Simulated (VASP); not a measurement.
Runs of VASP 6.6.1 on Mg. The structure is that of space group Im-3m (No. 229), or close to it. The cells are those of the table. 

| cell | gap on the mesh (eV) | pressure (GPa) |
| --- | --- | --- |
| a = 2.620 Å, angles 109.5°, 1 atom | none | 41.6 |
| a = 2.579 Å, angles 109.5°, 1 atom | none | 50.7 |
| a = 2.557 Å, angles 109.5°, 1 atom | none | (b) |
| a = 2.469 Å, angles 109.5°, 1 atom | none | (a) |
| a = 2.536 Å, angles 109.5°, 1 atom | none | 61.8 |

Alike in all rows: task single point; level LDA; potentials or basis VASP PAW LDA potentials, release 64 (Mg); no spin polarisation; k mesh 11 × 11 × 11; cutoff (eV) 600; smearing methfessel-paxton 0.05 eV.

**Question.** Fill in the values left out.

**Answer.** (a) 83.1; (b) 56.0.

A gap of «none» marks levels without a gap at the run's occupations.
